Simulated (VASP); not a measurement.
# W (I4/mmm) in VASP: a series of runs

Runs on W. Level: PBE. Tasks: single point.

Program: VASP 6.6.1. These are calculated values, not measurements. Logs are shortened: lines on timing, memory, paths and dates and some standing lists are left out, and cuts for length are marked.

## (1) The cell of the first run

It takes space group I4/mmm (No. 139, tetragonal). The conventional cell has a = 3.450 Å, b = 3.450 Å, c = 3.322 Å, α = 90.00°, β = 90.00°, γ = 90.00°. Within 3.9 Å of W (site symmetry 4/mmm) lie 14 W at 2.95 to 3.45 Å.

## (2) Single point, PBE (strain +0.080 along x and y, +0.040 along z)

File INCAR:

```
SYSTEM = W
PREC = Accurate
ENCUT = 520
EDIFF = 1E-7
ISMEAR = 0
SIGMA = 0.15
LREAL = .FALSE.
LASPH = .TRUE.
NELM = 80
ALGO = Fast
ISIF = 2
LWAVE = .FALSE.
LCHARG = .TRUE.
GGA = PE
LELF = .TRUE.
LVHAR = .TRUE.
NBANDS = 13
```

File KPOINTS:

```
regular mesh
0
G
  20 20 20
  0 0 0
```

File POSCAR:

```
W
1.0
   -1.7250840000      1.7250840000      1.6611920000
    1.7250840000     -1.7250840000      1.6611920000
    1.7250840000      1.7250840000     -1.6611920000
W
1
Direct
    0.0000000000      0.0000000000      0.0000000000
```

Potentials or basis: VASP PAW PBE potentials, release 64 (W_sv).

Started as:

```console
cat potpaw_PBE.64/W_sv/POTCAR > POTCAR
mpirun -np 1 vasp_std > vasp.out
```

OUTCAR:

```text
SYSTEM = W
   PREC = Accurate
   ENCUT = 520
   EDIFF = 1E-7
   ISMEAR = 0
   LREAL = .FALSE.
   LASPH = .TRUE.
   NELM = 80
   ISIF = 2
   GGA = PE

 ion  position               nearest neighbor table
   1  0.000  0.000  0.000-

  LATTYP: Found a body centered tetragonal cell.
 ALAT       =     3.4501680000
 C/A-ratio  =     0.9629629630

  Lattice vectors:

 A1 = (  -1.7250840000,   1.7250840000,   1.6611920000)
 A2 = (   1.7250840000,  -1.7250840000,   1.6611920000)
 A3 = (   1.7250840000,   1.7250840000,  -1.6611920000)

Analysis of symmetry for initial positions (statically):
=====================================================================
 Subroutine PRICEL returns:
 Original cell was already a primitive cell.

 Routine SETGRP: Setting up the symmetry group for a
 body centered tetragonal supercell.

 Subroutine GETGRP returns: Found 16 space group operations
 (whereof 16 operations were pure point group operations)
 out of a pool of 16 trial point group operations.

The static configuration has the point symmetry D_4h.

Analysis of symmetry for dynamics (positions and initial velocities):
=====================================================================
 Subroutine PRICEL returns:
 Original cell was already a primitive cell.

 Routine SETGRP: Setting up the symmetry group for a
 body centered tetragonal supercell.

 Subroutine GETGRP returns: Found 16 space group operations
 (whereof 16 operations were pure point group operations)
 out of a pool of 16 trial point group operations.

The dynamic configuration has the point symmetry D_4h.

 Subroutine INISYM returns: Found 16 space group operations
 (whereof 16 operations are pure point group operations),
 and found     1 'primitive' translations

----------------------------------------------------------------------------------------

                                     Primitive cell

  volume of cell :      19.7743

  direct lattice vectors                    reciprocal lattice vectors
    -1.725084000  1.725084000  1.661192000     0.000000000  0.289840958  0.300988688
     1.725084000 -1.725084000  1.661192000     0.289840958  0.000000000  0.300988688
     1.725084000  1.725084000 -1.661192000     0.289840958  0.289840958  0.000000000

  length of vectors
     2.951506137  2.951506137  2.951506137     0.417854007  0.417854007  0.409897014

  position of ions in fractional coordinates (direct lattice)
     0.000000000  0.000000000  0.000000000

  ion indices of the primitive-cell ions
   primitive index   ion index
                 1           1

----------------------------------------------------------------------------------------

 KPOINTS: regular mesh

Automatic generation of k-mesh.
 Grid dimensions read from file:
 generate k-points for:   20   20   20

 Generating k-lattice:

  Cartesian coordinates                     Fractional coordinates (reciprocal lattice)
     0.000000000  0.014492048  0.015049434     0.050000000 -0.000000000  0.000000000
     0.014492048  0.000000000  0.015049434    -0.000000000  0.050000000  0.000000000
     0.014492048  0.014492048  0.000000000     0.000000000  0.000000000  0.050000000

  Length of vectors
     0.020892700  0.020892700  0.020494851

  Shift w.r.t. Gamma in fractional coordinates (k-lattice)
     0.000000000  0.000000000  0.000000000

 Subroutine IBZKPT returns following result:
 ===========================================

 Found    641 irreducible k-points:

 Following reciprocal coordinates:
            Coordinates               Weight
  0.000000  0.000000  0.000000      1.000000
  0.050000  0.000000 -0.000000      8.000000
  0.100000  0.000000  0.000000      8.000000
  0.150000  0.000000  0.000000      8.000000
  0.200000  0.000000  0.000000      8.000000
  0.250000  0.000000 -0.000000      8.000000
[... 16 lines left out ...]
 -0.400000  0.050000  0.000000     16.000000
 -0.350000  0.050000  0.000000     16.000000
 [... further k-points ...]
   k-points           NKPTS =    641   k-points in BZ     NKDIM =    641   number of bands    NBANDS=     13
   number of dos      NEDOS =    301   number of ions     NIONS =      1
   total plane-waves  NPLWV =  13824
   dimension x,y,z NGX =    24 NGY =   24 NGZ =   24
   dimension x,y,z NGXF=    48 NGYF=   48 NGZF=   48
   ions per type =               1
   NGX,Y,Z   is equivalent  to a cutoff of  13.52, 13.52, 13.52 a.u.
   NGXF,Y,Z  is equivalent  to a cutoff of  27.04, 27.04, 27.04 a.u.
 SYSTEM =  W
   PREC   = accura    normal or accurate (medium, high low for compatibility)
   ISTART =      0    job   : 0-new  1-cont  2-samecut
   ICHARG =      2    charge: 1-file 2-atom 10-const
   ISPIN  =      1    spin polarized calculation?
   LNONCOLLINEAR =      F non collinear calculations
   LSORBIT =      F    spin-orbit coupling
   LASPH  =      T    aspherical Exc in radial PAW
   ENCUT  =  520.0 eV  38.22 Ry    6.18 a.u.   5.49  5.49  5.49*2*pi/ulx,y,z
   NELM   =     80;   NELMIN=  2; NELMDL= -5     # of ELM steps
   EDIFF  = 0.1E-06   stopping-criterion for ELM
   LREAL  =      F    real-space projection
   EDIFFG = 0.1E-05   stopping-criterion for IOM
   NSW    =      0    number of steps for IOM
   IBRION =     -1    ionic relax: 0-MD 1-quasi-New 2-CG
   NFREE  =      0    steps in history (QN), initial steepest desc. (CG)
   ISIF   =      2    stress and relaxation
   ISYM   =      2    0-nonsym 1-usesym 2-fastsym
   POTIM  = 0.5000    time-step for ionic-motion
   TEBEG  =    0.0;   TEEND  =   0.0 temperature during run
   PSTRESS=    0.0 pullay stress
   NELECT =      14.0000    total number of electrons
   NUPDOWN=      -1.0000    fix difference up-down
   EMIN   =  10.00;   EMAX   =-10.00  energy-range for DOS
   EFERMI =   0.00;   METHOD = LEGACY
   ISMEAR =     0;   SIGMA  =   0.15  broadening in eV -4-tet -1-fermi 0-gaus
   EFERMI_NEDOS =   21; number of points for ismear=-14 and -15
   IALGO  =     68    algorithm
   IMIX   =      4    mixing-type and parameters
     AMIX     =   0.40;   BMIX     =  1.00
     AMIX_MAG =   1.60;   BMIX_MAG =  1.00
  volume/ion in A,a.u.               =      19.77       133.44
  Fermi-wavevector in a.u.,A,eV,Ry     =   1.459097  2.757293 28.966302  2.128963
  Thomas-Fermi vector in A             =   2.575704
   LORBIT       =      0    0 simple, 1 ext, 2 COOP (PROOUT), +10 PAW based schemes
   GGA     = PE    functional components
   LHFCALC =     F    Hartree Fock is set to
   AEXX    =    0.0000 exact exchange contribution
   IVDW    =     0    specifies the selected vdW correction
   LEPSILON=     F    determine dielectric tensor
   LRPA    =     F    only Hartree local field effects (RPA)
 non-spin polarized calculation
 RMM-DIIS sequential band-by-band and
 Gauss-broadening in eV      SIGMA  =   0.15
  energy-cutoff  :      520.00
  volume of cell :       19.77
 maximum number of plane-waves:       550
 NGX is ok and might be reduce to    24
   NGX = 11   NGY = 11   NGZ = 11

 number of electron      13.9999999 magnetization

 Free energy of the ion-electron system (eV)
  ---------------------------------------------------
  ext. energy  EPLUGINS =         0.00000000
  ---------------------------------------------------
  free energy    TOTEN  =       -12.41229235 eV

  energy without entropy =      -12.40729259  energy(sigma->0) =      -12.40979247

 E-fermi :   8.5037     XC(G=0): -12.4315

 val. band max:        8.4878930942   @ k =   0.5000   0.5000   0.2500
 cond. band min:       8.5106100526   @ k =  -0.2000   0.2500   0.1000
 fundamental gap:      0.0227169584
 Fermi energy:         8.5037094292

 k-point     1 :       0.0000    0.0000    0.0000
  band No.  band energies     occupation
      1     -66.0186      2.00000
      2     -29.8093      2.00000
      3     -29.8093      2.00000
      4     -29.7895      2.00000
      5       0.1195      2.00000
      6       7.3275      2.00000
      7       7.7129      2.00000
      8       7.7129      2.00000
      9       9.9839      0.00000
     10      10.4696      0.00000
     11      22.2624      0.00000
     12      22.2624      0.00000
     13      22.9057      0.00000

 k-point     2 :       0.0500    0.0000   -0.0000
  band No.  band energies     occupation
      1     -66.0174      2.00000
      2     -29.8194      2.00000
      3     -29.8146      2.00000
      4     -29.7949      2.00000
      5       0.2150      2.00000
      6       7.3362      2.00000
      7       7.6985      2.00000
      8       7.7363      2.00000
      9       9.9731      0.00000
     10      10.4086      0.00000
     11      22.3988      0.00000
     12      22.4257      0.00000
     13      23.0154      0.00000

 k-point     3 :       0.1000    0.0000    0.0000
  band No.  band energies     occupation
      1     -66.0140      2.00000
      2     -29.8604      2.00000
      3     -29.8297      2.00000
      4     -29.7989      2.00000
      5       0.4956      2.00000
      6       7.2619      2.00000
      7       7.6414      2.00000
      8       7.9147      2.00000
      9       9.9290      0.00000
     10      10.2900      0.00000
     11      22.6969      0.00000
     12      22.9040      0.00000
     13      23.3235      0.00000
[... 305 lines left out ...]
 k-point    23 :      -0.4000    0.0500    0.0000
  band No.  band energies     occupation
      1     -65.9766      2.00000
      2     -30.3121      2.00000
      3     -29.9913      2.00000
      4     -29.8109      2.00000
      5       3.4162      2.00000
      6       5.9666      2.00000
      7       7.4712      2.00000
      8      10.1669      0.00000
      9      10.6802      0.00000
     10      11.7871      0.00000
     11      18.4862      0.00000
     12      20.3395      0.00000
     13      23.9360      0.00000

 k-point    24 :      -0.3500    0.0500    0.0000
  band No.  band energies     occupation
      1     -65.9827      2.00000
      2     -30.2404      2.00000
      3     -29.9639      2.00000
      4     -29.8095      2.00000
      5       3.0721      2.00000
      6       6.1613      2.00000
      7       7.0963      2.00000
      8      10.0458      0.00000
      9      10.5209      0.00000
     10      10.9478      0.00000
     11      19.8910      0.00000
     12      21.1923      0.00000
     13      25.2078      0.00000

 [... further k-points ...]
[... 5 lines left out ...]
  --------------------------------------------------------------------------------------
  -------------------------------------------------------------------------------------
  Total       -5.1977141     -5.1977141     -4.2809909      0.0000000      0.0000000      0.0000000
  in kB     -421.1362729   -421.1362729   -346.8602801      0.0000000      0.0000000      0.0000000
  external PRESSURE =    -396.3776086 kB  Pullay stress =       0.0000000 kB

 VOLUME and BASIS-vectors are now :
 -----------------------------------------------------------------------------
  energy-cutoff  :      520.00
  volume of cell :       19.77
      direct lattice vectors                 reciprocal lattice vectors
    -1.725084000  1.725084000  1.661192000     0.000000000  0.289840958  0.300988688
     1.725084000 -1.725084000  1.661192000     0.289840958  0.000000000  0.300988688
     1.725084000  1.725084000 -1.661192000     0.289840958  0.289840958  0.000000000

 POSITION                                       TOTAL-FORCE (eV/Angst)
 -----------------------------------------------------------------------------------
      0.00000      0.00000      0.00000         0.000000      0.000000     -0.000000
 -----------------------------------------------------------------------------------
    total drift:                                0.000000      0.000000      0.000000

  FREE ENERGIE OF THE ION-ELECTRON SYSTEM (eV)
  ---------------------------------------------------
  free  energy   TOTEN  =       -12.4122923493 eV

  energy  without entropy=      -12.4072925929  energy(sigma->0) =      -12.40979247
```

It took 57 s on 1 thread of Intel Xeon 6975P-C (Granite Rapids), shared host; peak memory 0.26 GiB.

What came out:

* Free energy: -12.4123 eV
* Pressure: -39.6 GPa
* Band gap on the k mesh: zero (bands 7 and 8 overlap by 4.54 eV)

Stress tensor (GPa, compression positive):
```
-42.11   0.00   0.00
  0.00 -42.11   0.00
  0.00   0.00 -34.69
```

Caveat: the cell differs from its parent crystal (strain +0.080 along x and y, +0.040 along z); the stress differs along the axes, from -42 to -35 GPa; spin-orbit coupling is left out, which moves the levels of the heavy elements.

## (3) Single point, PBE (strain -0.080 along x and y, -0.040 along z)

Changes to INCAR since step 2:

```diff
@@ -8,3 +8,3 @@
 LASPH = .TRUE.
-NELM = 80
+NELM = 100
 ALGO = Fast
```

KPOINTS is that of step 2.

File POSCAR:

```
W
1.0
   -1.4695160000      1.4695160000      1.5334080000
    1.4695160000     -1.4695160000      1.5334080000
    1.4695160000      1.4695160000     -1.5334080000
W
1
Direct
    0.0000000000      0.0000000000      0.0000000000
```

Potentials or basis: VASP PAW PBE potentials, release 64 (W_sv).

Started as:

```console
cat potpaw_PBE.64/W_sv/POTCAR > POTCAR
mpirun -np 1 vasp_std > vasp.out
```

Wall time 50 s (1 thread of Intel Xeon 6975P-C (Granite Rapids), shared host); peak memory 0.22 GiB.

Results (log left out):

- Free energy: -12.2308 eV
- Pressure: 91.8 GPa
- Band gap on the k mesh: zero (bands 7 and 8 overlap by 7.69 eV)

Stress tensor (GPa, compression positive):
```
98.66  0.00  0.00
 0.00 98.66  0.00
 0.00  0.00 78.11
```

Levels at points of the mesh, in eV from the Fermi level:
```tsv
k point	band 4	band 5	band 6	band 7	band 8	band 9	band 10	band 11
(0.00, 0.00, 0.00)	-37.31	-10.69	-1.91	-1.91	-1.22	2.06	3.03	14.18
(0.50, 0.00, 0.00)	-37.33	-7.65	-4.42	1.30	2.12	3.86	7.73	11.84
(0.50, 0.50, 0.00)	-37.40	-7.70	-5.12	1.72	3.26	4.18	7.93	11.81
(0.50, 0.50, 0.50)	-38.80	-7.65	-7.49	6.33	6.57	6.57	9.03	10.19
```

Caveat: the cell differs from its parent crystal (strain -0.080 along x and y, -0.040 along z); the stress differs along the axes, from 78 to 99 GPa; spin-orbit coupling is left out, which moves the levels of the heavy elements.

## (4) Single point, PBE (strain -0.040 along x and y, -0.080 along z)

File INCAR:

```
ALGO = Normal
EDIFF = 1E-7
ENCUT = 520
GGA = PE
ISIF = 2
ISMEAR = 0
LASPH = True
LCHARG = False
LREAL = False
LWAVE = False
NBANDS = 13
NELM = 100
PREC = Accurate
SIGMA = 0.15
```

File KPOINTS:

```
k-points
0
Gamma
  20 20 20
```

File POSCAR:

```
W
1.0
   -1.5334080000      1.5334080000      1.4695160000
    1.5334080000     -1.5334080000      1.4695160000
    1.5334080000      1.5334080000     -1.4695160000
W
1
Direct
    0.0000000000      0.0000000000      0.0000000000
```

Started as:

```console
cat potpaw_PBE.64/W_sv/POTCAR > POTCAR
mpirun -np 1 vasp_std > vasp.out
```

It took 36 s on 1 thread of Intel Xeon 6975P-C (Granite Rapids), shared host; peak memory 0.22 GiB.

The run converged. Its results:

```
Free energy            : -12.5122 eV
Pressure               : 66.2 GPa
Band gap on the k mesh : zero (bands 7 and 8 overlap by 7.57 eV)
```

Stress tensor (GPa, compression positive):
```
59.45  0.00  0.00
 0.00 59.45  0.00
 0.00  0.00 79.84
```

Levels at points of the mesh, in eV from the Fermi level:
| k point | band 4 | band 5 | band 6 | band 7 | band 8 | band 9 | band 10 | band 11 |
| --- | --- | --- | --- | --- | --- | --- | --- | --- |
| (0.00, 0.00, 0.00) | -37.41 | -10.45 | -2.01 | -1.32 | -1.32 | 2.00 | 2.96 | 14.44 |
| (0.50, 0.00, 0.00) | -37.47 | -7.33 | -4.60 | 1.35 | 2.61 | 4.03 | 7.42 | 11.72 |
| (0.50, 0.50, 0.00) | -37.41 | -7.30 | -3.91 | 0.94 | 1.88 | 3.35 | 7.29 | 11.82 |
| (0.50, 0.50, 0.50) | -38.67 | -7.20 | -7.05 | 6.08 | 6.08 | 6.31 | 9.00 | 9.00 |

Caveat: the cell differs from its parent crystal (strain -0.040 along x and y, -0.080 along z); the stress differs along the axes, from 59 to 80 GPa; spin-orbit coupling is left out, which moves the levels of the heavy elements.

## (5) Single point, PBE (strain -0.040 along x and y, +0.000 along z)

File INCAR:

```
SYSTEM = W
ALGO = Normal ; EDIFF = 1E-7
ENCUT = 520 ; GGA = PE
ISIF = 2 ; ISMEAR = 0
LASPH = .True. ; LCHARG = .False.
LREAL = .False. ; LWAVE = .False.
NBANDS = 13 ; NELM = 80
PREC = Accurate ; SIGMA = 0.15
```

File KPOINTS:

```
k-points
0
Gamma
  20 20 20
  0 0 0
```

File POSCAR:

```
W
1.0
   -1.5334080000      1.5334080000      1.5973000000
    1.5334080000     -1.5334080000      1.5973000000
    1.5334080000      1.5334080000     -1.5973000000
W
1
Direct
    0.0000000000      0.0000000000      0.0000000000
```

Started as:

```console
cat potpaw_PBE.64/W_sv/POTCAR > POTCAR
mpirun -np 1 vasp_std > vasp.out
```

It took 40 s on 1 thread of Intel Xeon 6975P-C (Granite Rapids), shared host; peak memory 0.22 GiB.

Results (log left out):

* Free energy: -12.8533 eV
* Pressure: 26.2 GPa
* Band gap on the k mesh: zero (bands 7 and 8 overlap by 6.48 eV)

Stress tensor (GPa, compression positive):
```
31.24  0.00  0.00
 0.00 31.24  0.00
 0.00  0.00 16.15
```

Levels at points of the mesh, in eV from the Fermi level:
```csv
k point,band 5,band 6,band 7,band 8,band 9,band 10
"(0.00, 0.00, 0.00)",-9.97,-1.53,-1.53,-0.97,1.94,2.71
"(0.50, 0.00, 0.00)",-6.67,-3.67,0.74,1.89,3.34,6.54
"(0.50, 0.50, 0.00)",-6.68,-4.25,1.08,2.79,3.60,6.69
"(0.50, 0.50, 0.50)",-6.39,-6.26,5.41,5.60,5.60,7.92
```

Caveat: the cell differs from its parent crystal (strain -0.040 along x and y, +0.000 along z); the stress differs along the axes, from 16 to 31 GPa; spin-orbit coupling is left out, which moves the levels of the heavy elements.

## (6) Single point, PBE (strain +0.000 along x and y, -0.040 along z)

File INCAR:

```
SYSTEM = W
PREC = Accurate
ENCUT = 520
EDIFF = 1E-7
ISMEAR = 0
SIGMA = 0.15
LREAL = .False.
LASPH = .True.
NELM = 60
ALGO = Normal
ISIF = 2
LWAVE = .False.
LCHARG = .False.
GGA = PE
NBANDS = 13
```

File KPOINTS:

```
Automatic mesh
0
Gamma
  20 20 20
  0 0 0
```

File POSCAR:

```
W
1.0
   -1.5973000000      1.5973000000      1.5334080000
    1.5973000000     -1.5973000000      1.5334080000
    1.5973000000      1.5973000000     -1.5334080000
W
1
Direct
    0.0000000000      0.0000000000      0.0000000000
```

Potentials or basis: VASP PAW PBE potentials, release 64 (W_sv).

Started as:

```console
cat potpaw_PBE.64/W_sv/POTCAR > POTCAR
mpirun -np 1 vasp_std > vasp.out
```

Run time: 41 s. Hardware: 1 thread of Intel Xeon 6975P-C (Granite Rapids), shared host; peak memory 0.22 GiB.

It converged, with:

- Free energy: -12.9238 eV
- Pressure: 10.8 GPa
- Band gap on the k mesh: zero (bands 7 and 8 overlap by 6.38 eV)

Stress tensor (GPa, compression positive):
```
 5.78  0.00  0.00
 0.00  5.78  0.00
 0.00  0.00 20.86
```

Levels at points of the mesh, in eV from the Fermi level:
```tsv
k point	band 4	band 5	band 6	band 7	band 8	band 9	band 10	band 11
(0.00, 0.00, 0.00)	-37.73	-9.74	-1.64	-1.08	-1.08	1.86	2.62	14.26
(0.50, 0.00, 0.00)	-37.77	-6.39	-3.84	0.81	2.26	3.44	6.25	11.37
(0.50, 0.50, 0.00)	-37.73	-6.40	-3.27	0.47	1.66	2.91	6.15	11.04
(0.50, 0.50, 0.50)	-38.59	-6.03	-5.91	5.17	5.17	5.35	7.95	7.95
```

Caveat: the cell differs from its parent crystal (strain +0.000 along x and y, -0.040 along z); the stress differs along the axes, from 6 to 21 GPa; spin-orbit coupling is left out, which moves the levels of the heavy elements.

## (7) Summary

| cell | gap on the mesh (eV) | pressure (GPa) |
| --- | --- | --- |
| a = 2.952 Å, angles 108.5, 108.5, 111.5°, 1 atom | none | -39.6 |
| a = 2.583 Å, angles 110.6, 110.6, 107.2°, 1 atom | none | 91.8 |
| a = 2.620 Å, angles 108.3, 108.3, 111.8°, 1 atom | none | 66.2 |
| a = 2.693 Å, angles 110.6, 110.6, 107.3°, 1 atom | none | 26.2 |
| a = 2.730 Å, angles 108.4, 108.4, 111.7°, 1 atom | none | 10.8 |

Alike in all rows: task single point; level PBE; potentials or basis VASP PAW PBE potentials, release 64 (W_sv); no spin polarisation; k mesh 20 × 20 × 20; cutoff (eV) 520; smearing gaussian 0.15 eV.

Caveats: spin-orbit coupling is left out, which moves the levels of the heavy elements; the stress differs along the axes, from -42 to -35 GPa (at least some runs); the stress differs along the axes, from 78 to 99 GPa (at least some runs); the stress differs along the axes, from 59 to 80 GPa (at least some runs); the stress differs along the axes, from 16 to 31 GPa (at least some runs); the stress differs along the axes, from 6 to 21 GPa (at least some runs).

Total energies depend on the potentials used, so only differences within one code and one set of settings carry meaning.

The gap in the log of VASP goes by the Fermi energy; the results here count the filled bands.